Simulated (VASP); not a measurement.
Pd3Cl, 4 atoms in the cell. The cell holds a slab with vacuum, 4 atoms: a = 2.788 Å, b = 2.788 Å, c = 19.387 Å, α = 90.00°, β = 90.00°, γ = 90.00°. 

```yaml
Program: VASP 6.6.1
Task: single point
Functional: PBE
Potentials_or_basis: VASP PAW PBE potentials, release 64 (Pd, Cl)
Cutoff: 520 eV
k_mesh: 10 × 10 × 1
Occupations: gaussian, width 0.1 eV
Spin: no spin polarisation
Dipole_correction: yes
Further_INCAR_settings: ALGO = Normal; EDIFF = 1e-06; NBANDS = 26
```

Potentials or basis: VASP PAW PBE potentials, release 64 (Pd, Cl).

Run with:

```bash
$ cat potpaw_PBE.64/Pd/POTCAR potpaw_PBE.64/Cl/POTCAR > POTCAR
$ mpirun -np 1 vasp_std > vasp.out
```

Hardware: 1 thread of AMD EPYC 9R45 96-Core Processor (Zen 5), on a shared host.

**Question.** Estimate the wall time of this run.

**Answer.** It took 90 s on 1 thread of AMD EPYC 9R45 96-Core Processor (Zen 5), with other jobs on the host, peak memory 0.27 GiB. Counts: scf iterations 30, k points 21.
